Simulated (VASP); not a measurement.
# H17C36 in VASP: notebook, part 2 of 2

VASP 6.6.1. The steps go on from the part before.

## (3) Single point, PBEsol, collinear spin

Contents of INCAR:

```
PREC = Accurate ; ENCUT = 520
EDIFF = 1E-6 ; ISMEAR = 0
SIGMA = 0.02 ; LREAL = Auto
LASPH = True ; NELM = 150
ALGO = Normal ; ISIF = 2
LWAVE = False ; LCHARG = False
ISPIN = 2 ; MAGMOM = 0 0 0 0 0 0 0 0 0 0 0 0 0 0 0 0 0 0 0 0 0 0 0 0 0 0 0 0 0 0 0 0 0 0 0 0 0 0 0 0 0 0 0 0 0 0.3 0 0 0 0 0 0 0
LORBIT = 11 ; GGA = PS
NBANDS = 116 ; LUSENCCL = False
```

Contents of KPOINTS:

```
regular mesh
0
Gamma
  2 2 1
```

Contents of POSCAR:

```
H17C36
1.0
    7.5731140000      0.0000000000      0.0000000000
    3.7865570000      6.5585090000      0.0000000000
    0.0000000000      0.0000000000     17.7764260000
H C
17 36
Direct
    0.1111111721      0.1111110772      0.0562542774
    0.4444444614      0.1111110772      0.0562542774
    0.7777777507      0.1111110772      0.0562542774
    0.1111110586      0.4444444614      0.0562542774
    0.4444443479      0.4444444614      0.0562542774
    0.7777777693      0.4444444614      0.0562542774
    0.1111110772      0.7777778455      0.0562542774
    0.4444443665      0.7777778455      0.0562542774
    0.7777777879      0.7777778455      0.0562542774
    0.6646516967      0.0014989687      0.3251085454
    0.0162098114      0.1529989514      0.3200537611
    0.3338622344      0.3341413422      0.3247114465
    0.6709812700      0.3300907264      0.3230752346
   -0.0107542967      0.6671434010      0.3279491052
    0.3325612910      0.6676488513      0.3244003603
    0.6573838177      0.6737763110      0.3251813947
    0.9705464957      0.5861379469      0.3897986018
    0.1111111721      0.1111110772      0.1181339826
    0.4444444614      0.1111110772      0.1181339826
    0.7777777507      0.1111110772      0.1181339826
    0.1111110586      0.4444444614      0.1181339826
    0.4444443479      0.4444444614      0.1181339826
    0.7777777693      0.4444444614      0.1181339826
    0.1111110772      0.7777778455      0.1181339826
    0.4444443665      0.7777778455      0.1181339826
    0.7777777879      0.7777778455      0.1181339826
   -0.1111110772      0.2222221545      0.1471209680
    0.2222222121      0.2222221545      0.1471209680
    0.5555556335      0.2222221545      0.1471209680
   -0.1111110586      0.5555555386      0.1471209680
    0.2222222307      0.5555555386      0.1471209680
    0.5555556521      0.5555555386      0.1471209680
   -0.1111111721      0.8888889228      0.1471209680
    0.2222221172      0.8888889228      0.1471209680
    0.5555555386      0.8888889228      0.1471209680
   -0.1141384033      0.2249735420      0.2305253036
    0.2223673643      0.2214725938      0.2361361052
    0.5550075014      0.2228087207      0.2341572485
   -0.1093214473      0.5540565699      0.2383382351
    0.2212206189      0.5570424619      0.2347451619
    0.5548187988      0.5569162137      0.2341503855
   -0.1099640427      0.8925694849      0.2376213306
    0.2225809446      0.8918754247      0.2352159540
    0.5576778919      0.8888971564      0.2349138123
    0.0022291757      0.0117389486      0.2622234638
    0.3368068308     -0.0008190886      0.2545339541
    0.6665984729      0.0018406623      0.2627112447
    0.0003382256      0.3280992677      0.2544651551
    0.3330717068      0.3348228995      0.2623339472
    0.6663631094      0.3344458321      0.2606832217
    0.0005664896      0.6678745123      0.2621567462
    0.3329013918      0.6679896300      0.2620319180
    0.6658508704      0.6658028524      0.2629994916
```

Potentials or basis: VASP PAW PBE potentials, release 64 (H, C).

Command:

```sh
cat potpaw_PBE.64/H/POTCAR potpaw_PBE.64/C/POTCAR > POTCAR
mpirun -np 1 vasp_std > vasp.out
```

Wall time 5.1 min (1 × NVIDIA H100 80GB with 1 thread of AMD EPYC 7R13 (Zen 3), shared host); peak memory 2.1 GiB.

Results (log left out):

| Quantity | Value |
| --- | --- |
| Free energy | -397.7118 eV |
| Largest force | 2.708 eV/Å |
| Band gap on the k mesh | 0.26 eV (least direct gap 0.39 eV) |
| Net moment | 1.00 μB per cell |
| Site moments | H +0.00, -0.00, +0.01 (each value once); C -0.00, +0.00, +0.01, +0.03, -0.01, +0.40 (each value once) μB |
| Valence electrons inside the program's atomic spheres | H 0.69, 0.68, 0.67, 0.44, 0.61, 0.41 (each value once); C 2.58, 2.59, 2.53, 2.55, 2.51, 2.52, 2.54, 2.64, 2.56, 2.57, 2.50, 2.47 (each value once) |

Forces on the atoms (eV/Å):
```
H    0.014  0.008 -0.303
H   -0.040 -0.007 -0.322
H   -0.025 -0.015 -0.375
H   -0.029 -0.013 -0.269
H    0.002  0.016 -0.340
H    0.028  0.085 -0.332
H    0.005  0.016 -0.359
H    0.005  0.026 -0.343
H    0.052 -0.044 -0.304
H   -0.037  0.084  0.020
H   -1.060 -2.083  0.047
H   -0.021  0.041  0.043
H    0.131 -0.006  0.038
H    0.010 -0.398  0.420
H    0.019 -0.010  0.039
H    0.153 -0.223  0.150
H    0.009 -0.311 -0.418
C    0.010 -0.034  1.373
C    0.108 -0.039  1.447
C   -0.102 -0.017  1.165
C    0.015  0.069  1.691
C    0.018 -0.019  1.396
C   -0.081 -0.014  1.259
C   -0.056  0.006  1.458
C    0.007 -0.005  1.403
C    0.062  0.121  1.824
C   -0.452  0.305 -2.653
C    0.064  0.047 -1.593
C   -0.056 -0.031 -0.862
C    0.148 -0.144 -0.943
C   -0.052  0.132 -0.848
C    0.017  0.142 -0.876
C    0.432  0.300 -0.416
C   -0.106 -0.026 -1.211
C    0.284 -0.112 -1.193
C   -0.031  0.018 -0.037
C    0.235 -0.046 -0.103
C    0.031  0.087  0.000
C   -0.062 -0.060 -0.315
C    0.077 -0.035  0.208
C   -0.088 -0.123  0.067
C    0.027 -0.019  0.132
C    0.064 -0.025 -0.025
C   -0.098 -0.074 -0.133
C    0.384  0.498  0.456
C   -0.146 -0.033  0.269
C    0.038 -0.041  0.010
C    0.372  1.334  0.775
C   -0.071 -0.114 -0.033
C   -0.094 -0.017 -0.101
C   -0.235  0.298 -0.688
C   -0.016  0.121  0.011
C    0.137  0.386 -0.306
```

Levels at points of the mesh, in eV from the valence-band top:
Spin up:
```tsv
k point	band 77	band 78	band 79	band 80	band 81	band 82	band 83	band 84	band 85	band 86
(0.00, 0.00, 0.00)	-1.75	-0.60	-0.57	-0.34	-0.18	0.26	2.81	3.86	4.22	4.81
(0.50, 0.00, 0.00)	-1.71	-1.55	-1.47	-0.26	0.00	0.39	3.44	3.47	4.23	4.27
(0.50, 0.50, 0.00)	-1.62	-1.58	-1.43	-0.43	-0.05	0.50	3.45	3.48	4.12	4.45
(0.00, 0.50, 0.00)	-1.62	-1.54	-1.46	-0.44	-0.05	0.52	3.44	3.48	4.15	4.57
```
Spin down:
```tsv
k point	band 77	band 78	band 79	band 80	band 81	band 82	band 83	band 84
(0.00, 0.00, 0.00)	-1.72	-0.58	-0.55	-0.27	0.30	1.27	2.83	3.93
(0.50, 0.00, 0.00)	-1.67	-1.52	-1.46	-0.17	0.42	1.43	3.45	3.49
(0.50, 0.50, 0.00)	-1.59	-1.56	-1.41	-0.39	0.54	1.45	3.47	3.50
(0.00, 0.50, 0.00)	-1.59	-1.52	-1.43	-0.39	0.53	1.46	3.46	3.50
```

Caveat: the k points lie up to 0.48 Å⁻¹ apart; there is no dipole correction, which matters where the two faces differ; the PAW data sets were made with another functional, which shifts forces and pressure a little.

## (4) Single point, PBEsol, collinear spin

Contents of INCAR:

```
SYSTEM = H17C36
ALGO = Normal
EDIFF = 1E-6
ENCUT = 520
GGA = PS
ISIF = 2
ISMEAR = 0
ISPIN = 2
LASPH = .True.
LCHARG = .True.
LELF = .True.
LORBIT = 11
LREAL = Auto
LUSENCCL = .False.
LVHAR = .True.
LWAVE = .False.
MAGMOM = 0 0 0 0 0 0 0 0 0 0 0 0 0 0 0 0 0 0 0 0 0 0 0 0 0 0 0 0 0 0 0 0 0 0 0 0 0 0 0 0 0 0 0 0 0 0.3 0 0 0 0 0 0 0
NBANDS = 116
NELM = 150
PREC = Accurate
SIGMA = 0.02
```

Contents of KPOINTS:

```
k-points
0
Gamma
  2 2 1
  0 0 0
```

Contents of POSCAR:

```
H17C36
1.0
    7.5731140000      0.0000000000      0.0000000000
    3.7865570000      6.5585090000      0.0000000000
    0.0000000000      0.0000000000     17.7764260000
H C
17 36
Direct
    0.1111111721      0.1111110772      0.0562542774
    0.4444444614      0.1111110772      0.0562542774
    0.7777777507      0.1111110772      0.0562542774
    0.1111110586      0.4444444614      0.0562542774
    0.4444443479      0.4444444614      0.0562542774
    0.7777777693      0.4444444614      0.0562542774
    0.1111110772      0.7777778455      0.0562542774
    0.4444443665      0.7777778455      0.0562542774
    0.7777777879      0.7777778455      0.0562542774
    0.6650897882      0.0015724611      0.3244356880
   -0.0016007425      0.3381160261      0.3237579927
    0.3335811448      0.3331778610      0.3239223115
    0.6656230322      0.3332092706      0.3239194425
   -0.0012642704      0.6647364515      0.3245697982
    0.3347257346      0.6638048373      0.3243351054
    0.6647719888      0.6663084552      0.3239518450
    0.9588022260      0.6078137577      0.4058530663
    0.1111111721      0.1111110772      0.1181339826
    0.4444444614      0.1111110772      0.1181339826
    0.7777777507      0.1111110772      0.1181339826
    0.1111110586      0.4444444614      0.1181339826
    0.4444443479      0.4444444614      0.1181339826
    0.7777777693      0.4444444614      0.1181339826
    0.1111110772      0.7777778455      0.1181339826
    0.4444443665      0.7777778455      0.1181339826
    0.7777777879      0.7777778455      0.1181339826
   -0.1111110772      0.2222221545      0.1471209680
    0.2222222121      0.2222221545      0.1471209680
    0.5555556335      0.2222221545      0.1471209680
   -0.1111110586      0.5555555386      0.1471209680
    0.2222222307      0.5555555386      0.1471209680
    0.5555555200      0.5555555386      0.1471209680
   -0.1111111721      0.8888889228      0.1471209680
    0.2222221172      0.8888889228      0.1471209680
    0.5555555386      0.8888889228      0.1471209680
   -0.1103913556      0.2214138915      0.2348767969
    0.2219387715      0.2214632930      0.2347128720
    0.5554951239      0.2220077765      0.2341301339
   -0.1107776526      0.5541009397      0.2340454712
    0.2222536096      0.5551087907      0.2341715933
    0.5554478795      0.5551369984      0.2340413647
   -0.1106425139      0.8888579706      0.2350941072
    0.2218140347      0.8892574517      0.2361083156
    0.5548056952      0.8889424410      0.2349500400
   -0.0004599623      0.0004944721      0.2557330703
    0.3328888351      0.0003358995      0.2558621739
    0.6659163733      0.0006611259      0.2619743136
   -0.0006245987      0.3333300297      0.2617420960
    0.3335974274      0.3327652672      0.2614422044
    0.6665075568      0.3328148212      0.2614316286
    0.0002240729      0.6654472838      0.2608967629
    0.3338229060      0.6653260673      0.2619210408
    0.6668245729      0.6656935288      0.2614890642
```

Command:

```sh
cat potpaw_PBE.64/H/POTCAR potpaw_PBE.64/C/POTCAR > POTCAR
mpirun -np 1 vasp_std > vasp.out
```

Wall time 7.9 min (1 × NVIDIA H100 80GB with 1 thread of AMD EPYC 7R13 (Zen 3), shared host); peak memory 2.1 GiB.

Results (log left out):

| Item | Value |
| --- | --- |
| Free energy | -399.9234 eV |
| Largest force | 1.715 eV/Å |
| Band gap on the k mesh | 0.07 eV (least direct gap 0.14 eV) |
| Net moment | 0.99 μB per cell |
| Site moments | H +0.00, -0.00, +0.01 (each value once); C -0.00, +0.01, +0.00, +0.03, +0.02, -0.01, +0.39 (each value once) μB |
| Valence electrons inside the program's atomic spheres | H 0.68, 0.69, 0.67, 0.64, 0.41 (each value once); C 2.58, 2.54, 2.55, 2.56, 2.53, 2.52, 2.57, 2.51, 2.59, 2.60 (each value once) |

Forces on the atoms (eV/Å):
```
H    0.003 -0.016 -0.265
H   -0.011  0.002 -0.334
H    0.009 -0.024 -0.269
H    0.004 -0.019 -0.355
H   -0.001 -0.013 -0.357
H   -0.012 -0.034 -0.355
H    0.015  0.020 -0.253
H   -0.033  0.030 -0.309
H    0.045  0.024 -0.312
H    0.037 -0.082 -0.047
H   -0.014 -0.012  0.244
H   -0.027  0.032  0.001
H    0.027  0.013 -0.012
H   -0.246 -0.078  0.263
H   -0.004 -0.006 -0.016
H    0.147 -0.065  0.054
H    0.173  0.118 -0.068
C    0.011  0.023  1.502
C    0.000 -0.013  1.370
C   -0.003  0.074  1.466
C   -0.010  0.072  1.314
C    0.007 -0.001  1.258
C   -0.004  0.149  1.339
C   -0.067 -0.070  1.552
C    0.150 -0.079  1.516
C   -0.113 -0.156  1.528
C   -0.016 -0.061 -1.445
C    0.014  0.086 -1.230
C   -0.031  0.015 -0.878
C   -0.090 -0.106 -1.015
C    0.044 -0.121 -0.936
C   -0.056 -0.059 -0.905
C    0.225 -0.013 -1.556
C   -0.120  0.082 -1.708
C    0.054 -0.005 -1.195
C   -0.174 -0.030  0.478
C    0.063  0.032  0.139
C   -0.012 -0.057 -0.119
C    0.030  0.427 -0.182
C   -0.108  0.068 -0.082
C    0.094  0.056 -0.079
C    0.161 -0.043  1.119
C   -0.087  0.093  0.795
C    0.028 -0.082 -0.035
C   -0.220 -0.114 -1.429
C    0.191 -0.054 -0.334
C   -0.063  0.109  0.055
C    0.250 -0.069 -0.043
C    0.057  0.021  0.141
C   -0.150  0.076  0.113
C   -0.045 -0.070 -0.387
C   -0.014 -0.116  0.135
C   -0.112  0.050  0.124
```

Levels at points of the mesh, in eV from the valence-band top:
Spin up:
| k point | band 78 | band 79 | band 80 | band 81 | band 82 | band 83 | band 84 | band 85 |
| --- | --- | --- | --- | --- | --- | --- | --- | --- |
| (0.00, 0.00, 0.00) | -0.78 | -0.76 | -0.55 | -0.18 | 0.07 | 2.71 | 3.94 | 4.67 |
| (0.50, 0.00, 0.00) | -1.79 | -1.68 | -0.44 | -0.04 | 0.20 | 3.30 | 3.32 | 4.14 |
| (0.50, 0.50, 0.00) | -1.76 | -1.69 | -0.44 | -0.02 | 0.18 | 3.31 | 3.31 | 4.20 |
| (0.00, 0.50, 0.00) | -1.81 | -1.63 | -0.38 | -0.02 | 0.14 | 3.31 | 3.31 | 4.26 |
Spin down:
```csv
k point,band 76,band 77,band 78,band 79,band 80,band 81,band 82,band 83,band 84,band 85
"(0.00, 0.00, 0.00)",-2.19,-2.17,-0.76,-0.74,-0.13,0.11,0.97,2.74,3.98,4.69
"(0.50, 0.00, 0.00)",-2.68,-2.60,-1.76,-1.67,-0.04,0.22,1.17,3.32,3.34,4.18
"(0.50, 0.50, 0.00)",-2.69,-2.60,-1.75,-1.67,-0.03,0.21,1.17,3.32,3.34,4.22
"(0.00, 0.50, 0.00)",-2.67,-2.61,-1.78,-1.62,0.00,0.20,1.16,3.32,3.33,4.30
```

Caveat: the k points lie up to 0.48 Å⁻¹ apart; there is no dipole correction, which matters where the two faces differ; the PAW data sets were made with another functional, which shifts forces and pressure a little.

## (5) Single point, PBEsol, collinear spin

Contents of INCAR:

```
  PREC = Accurate
  ENCUT = 520
  EDIFF = 1E-6
  ISMEAR = 0
  SIGMA = 0.02
  LREAL = Auto
  LASPH = T
  NELM = 150
  ALGO = Normal
  ISIF = 2
  LWAVE = F
  LCHARG = F
  ISPIN = 2
  MAGMOM = 0 0 0 0 0 0 0 0 0 0 0 0 0 0 0 0 0 0 0 0 0 0 0 0 0 0 0 0 0 0 0 0 0 0 0 0 0 0 0 0 0 0 0 0 0 0.3 0 0 0 0 0 0 0
  LORBIT = 11
  GGA = PS
  NBANDS = 116
  LUSENCCL = F
```

Contents of KPOINTS:

```
regular mesh
0
Gamma
  2 2 1
```

Contents of POSCAR:

```
H17C36
1.0
    7.5731140000      0.0000000000      0.0000000000
    3.7865570000      6.5585090000      0.0000000000
    0.0000000000      0.0000000000     17.7764260000
H C
17 36
Direct
    0.1111111721      0.1111110772      0.0562542774
    0.4444444614      0.1111110772      0.0562542774
    0.7777777507      0.1111110772      0.0562542774
    0.1111110586      0.4444444614      0.0562542774
    0.4444443479      0.4444444614      0.0562542774
    0.7777777693      0.4444444614      0.0562542774
    0.1111111535      0.7777776931      0.0562542774
    0.4444444428      0.7777776931      0.0562542774
    0.7777777321      0.7777776931      0.0562542774
    0.6685396713     -0.0021518610      0.3245262012
   -0.0008898210      0.3354373685      0.3241676927
    0.3340029754      0.3338252642      0.3240032614
    0.6651119594      0.3336723331      0.3240731855
   -0.0038661305      0.6718440121      0.3248736838
    0.3342774644      0.6634318867      0.3243987290
    0.6671453278      0.6652823073      0.3240106307
    0.9234918806      0.8081385571      0.4005311866
    0.1111111721      0.1111110772      0.1181339826
    0.4444444614      0.1111110772      0.1181339826
    0.7777777507      0.1111110772      0.1181339826
    0.1111110586      0.4444444614      0.1181339826
    0.4444443479      0.4444444614      0.1181339826
    0.7777777693      0.4444444614      0.1181339826
    0.1111111535      0.7777776931      0.1181339826
    0.4444444428      0.7777776931      0.1181339826
    0.7777777321      0.7777776931      0.1181339826
   -0.1111110772      0.2222221545      0.1471209680
    0.2222222121      0.2222221545      0.1471209680
    0.5555556335      0.2222221545      0.1471209680
   -0.1111110586      0.5555555386      0.1471209680
    0.2222222307      0.5555555386      0.1471209680
    0.5555555200      0.5555555386      0.1471209680
   -0.1111111721      0.8888889228      0.1471209680
    0.2222221172      0.8888889228      0.1471209680
    0.5555555386      0.8888889228      0.1471209680
   -0.1110822234      0.2215174211      0.2352657390
    0.2223875319      0.2214721364      0.2350468536
    0.5555130196      0.2217514682      0.2341358156
   -0.1113443960      0.5554916521      0.2339322876
    0.2216869420      0.5554437754      0.2340762986
    0.5553532974      0.5553060917      0.2340741609
   -0.1109516125      0.8886220938      0.2353437074
    0.2217515499      0.8892479983      0.2363496464
    0.5548702764      0.8888999009      0.2348286995
   -0.0007647305     -0.0002584429      0.2551376750
    0.3331710599      0.0003313253      0.2558596987
    0.6661604877      0.0003265986      0.2619755512
    0.0000228159      0.3329378674      0.2619360045
    0.3335887145      0.3331989024      0.2615577507
    0.6658443807      0.3331170240      0.2616215430
   -0.0001169121      0.6658490520      0.2612073428
    0.3335689778      0.6653083803      0.2620071661
    0.6665353098      0.6659707260      0.2615716455
```

Command:

```sh
cat potpaw_PBE.64/H/POTCAR potpaw_PBE.64/C/POTCAR > POTCAR
mpirun -np 1 vasp_std > vasp.out
```

Wall time 6 min (1 × NVIDIA H100 80GB with 1 thread of AMD EPYC 7R13 (Zen 3), shared host); peak memory 2.1 GiB.

Results (log left out):

```
Free energy                                           : -400.3529 eV
Largest force                                         : 1.633 eV/Å
Band gap on the k mesh                                : 0.47 eV (least direct gap 0.62 eV)
Net moment                                            : 1.00 μB per cell
Site moments                                          : H +0.00, -0.00 (each value once); C -0.00, +0.01, +0.00, +0.03, +0.02, -0.01, +0.40 (each value once) μB
Valence electrons inside the program's atomic spheres : H 0.68, 0.69, 0.67, 0.64, 0.40 (each value once); C 2.58, 2.54, 2.55, 2.56, 2.53, 2.52, 2.57, 2.50, 2.59 (each value once)
```

Forces on the atoms (eV/Å):
```
H    0.002 -0.012 -0.269
H   -0.013  0.001 -0.334
H    0.009 -0.016 -0.272
H    0.001 -0.015 -0.356
H   -0.006 -0.009 -0.351
H   -0.007 -0.038 -0.345
H    0.009  0.018 -0.262
H   -0.037  0.029 -0.313
H    0.038  0.024 -0.314
H    0.115 -0.071  0.038
H   -0.012 -0.019  0.087
H   -0.002  0.007  0.014
H    0.008 -0.015  0.006
H   -0.039  0.208  0.119
H   -0.020  0.041  0.004
H    0.025  0.013  0.022
H    0.415  0.285 -0.339
C    0.017  0.022  1.535
C    0.001 -0.012  1.379
C   -0.015  0.048  1.468
C   -0.009  0.057  1.308
C    0.006 -0.001  1.283
C   -0.005  0.131  1.363
C   -0.047 -0.067  1.526
C    0.132 -0.074  1.500
C   -0.111 -0.126  1.468
C   -0.029 -0.044 -1.330
C    0.028  0.120 -1.136
C   -0.042  0.009 -0.876
C   -0.059 -0.052 -1.002
C   -0.002 -0.083 -0.939
C   -0.043 -0.040 -0.887
C    0.127  0.013 -1.498
C   -0.141  0.030 -1.626
C    0.059 -0.055 -1.215
C   -0.034 -0.028  0.270
C   -0.014  0.016 -0.056
C    0.005 -0.005 -0.003
C   -0.018 -0.028 -0.012
C    0.003  0.015  0.052
C    0.022  0.021 -0.059
C    0.071 -0.040  0.689
C   -0.037  0.016  0.544
C    0.029 -0.024  0.018
C   -0.259 -0.199 -0.517
C    0.093 -0.036 -0.143
C   -0.154  0.032 -0.130
C    0.086  0.112  0.018
C    0.013 -0.021  0.074
C   -0.042  0.032  0.065
C   -0.120 -0.106 -0.390
C    0.022 -0.065  0.070
C   -0.020  0.001  0.056
```

Levels at points of the mesh, in eV from the valence-band top:
Spin up:
```tsv
k point	band 78	band 79	band 80	band 81	band 82	band 83	band 84	band 85
(0.00, 0.00, 0.00)	-0.61	-0.60	-0.37	-0.20	0.47	2.87	4.03	4.82
(0.50, 0.00, 0.00)	-1.62	-1.51	-0.34	0.00	0.62	3.46	3.47	4.30
(0.50, 0.50, 0.00)	-1.60	-1.52	-0.32	-0.04	0.64	3.46	3.47	4.36
(0.00, 0.50, 0.00)	-1.65	-1.47	-0.22	-0.09	0.62	3.45	3.48	4.27
```
Spin down:
```
           k point  band 78  band 79  band 80  band 81  band 82  band 83
(0.00, 0.00, 0.00)    -0.58    -0.58    -0.20     0.51     1.19     2.90
(0.50, 0.00, 0.00)    -1.59    -1.49    -0.14     0.64     1.39     3.48
(0.50, 0.50, 0.00)    -1.58    -1.50    -0.15     0.65     1.40     3.49
(0.00, 0.50, 0.00)    -1.61    -1.46    -0.13     0.66     1.39     3.47
```

Caveat: the k points lie up to 0.48 Å⁻¹ apart; there is no dipole correction, which matters where the two faces differ; the PAW data sets were made with another functional, which shifts forces and pressure a little.

## (6) Overview

```tsv
cell	gap on the mesh (eV)	moment (μB)	largest force (eV/Å)
as given, atomic positions A	0.91	1.00	1.94
as given, atomic positions B	0.26	1.00	2.71
as given, atomic positions C	0.07	0.99	1.71
as given, atomic positions D	0.47	1.00	1.63
```

Alike in all rows: task single point; level PBEsol; potentials or basis VASP PAW PBE potentials, release 64 (H, C); spin collinear; k mesh 2 × 2 × 1; cutoff (eV) 520; smearing gaussian 0.02 eV.

Caveats: all runs use coarse meshes; there is no dipole correction, which matters where the two faces differ; the PAW data sets were made with another functional, which shifts forces and pressure a little.

Total energies depend on the potentials used, so only differences within one code and one set of settings carry meaning.
